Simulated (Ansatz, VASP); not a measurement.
# Two plane-wave programs on BaHfO3

File INCAR:

```
  PREC = Accurate
  ENCUT = 520
  EDIFF = 1E-6
  ISMEAR = 0
  SIGMA = 0.02
  LREAL = False
  LASPH = True
  NELM = 60
  ALGO = Normal
  ISIF = 2
  LWAVE = False
  LCHARG = True
  GGA = PE
  LELF = True
  LVHAR = True
  NBANDS = 27
```

Contents of KPOINTS:

```
Automatic mesh
0
Gamma
  6 6 6
```

POSCAR

```
BaHfO3
1.0
    4.2057396751      0.0000000000      0.0000000000
    0.0000000000      4.2057396751      0.0000000000
    0.0000000000      0.0000000000      4.2057396751
Ba Hf O
1 1 3
Direct
    0.5000000000      0.5000000000      0.5000000000
    0.0000000000      0.0000000000      0.0000000000
    0.0000000000      0.5000000000      0.0000000000
    0.0000000000      0.0000000000      0.5000000000
    0.5000000000      0.0000000000      0.0000000000
```

Input for Ansatz:

```yaml
crystal:
  lattice:
    - [4.2057396751, 0.0, 0.0]
    - [0.0, 4.2057396751, 0.0]
    - [0.0, 0.0, 4.2057396751]
  atoms:
    - { symbol: Ba, position: [0.5, 0.5, 0.5] }
    - { symbol: Hf, position: [0.0, 0.0, 0.0] }
    - { symbol: O, position: [0.0, 0.5, 0.0] }
    - { symbol: O, position: [0.0, 0.0, 0.5] }
    - { symbol: O, position: [0.5, 0.0, 0.0] }
basis:
  ecutwfc: 420
kpoints:
  mp_grid: { grid: [6, 6, 6] }
  band_path:
    path:
      - [[0.0, 0.0, 0.0], [0.0, 0.5, 0.0], [0.5, 0.5, 0.0], [0.0, 0.0, 0.0], [0.5, 0.5, 0.5], [0.0, 0.5, 0.0]]
      - [[0.5, 0.5, 0.5], [0.5, 0.5, 0.0]]
    npoints: 14
hamiltonian:
  xc: pbe
scf:
  occupations: { method: gaussian, width: 0.02 }
  n_extra_bands: 12
output:
  forces: true
  stress: true
  eigenvalues: true
  populations: true
  dos: { projected: true, de: 0.02, nscf_kmesh: { grid: [9, 9, 9] } }
  bader: true
  write_density: true
  write_potential: true
  elf: true
  volumetric_format: npy
```

Alike in both runs: task single point; functional PBE; k mesh 6 × 6 × 6; occupations gaussian, width 0.02 eV; no spin polarisation.

```csv
,VASP,Ansatz
version,VASP 6.6.1,Ansatz 0.2.0
potentials or method,"VASP PAW PBE potentials, release 64 (Ba_sv, Hf_pv, O), cutoff 520 eV","scalar-relativistic, plane waves, PAW"
valence electrons in the cell,38,54
```

|  | VASP | Ansatz | Ansatz less VASP |
| --- | --- | --- | --- |
| gap on the k mesh at the Fermi level (eV) | 3.54 | 3.62 | +0.087 |
| least direct gap on the mesh (eV) | 3.78 | 3.76 | -0.018 |
| pressure (GPa) | -0.5 | 0.0 | +0.56 |

VASP's potentials hold 38 valence electrons a cell and Ansatz's 54, so a difference there can come from the potentials and not from the codes.

Neither program's run includes spin-orbit coupling.
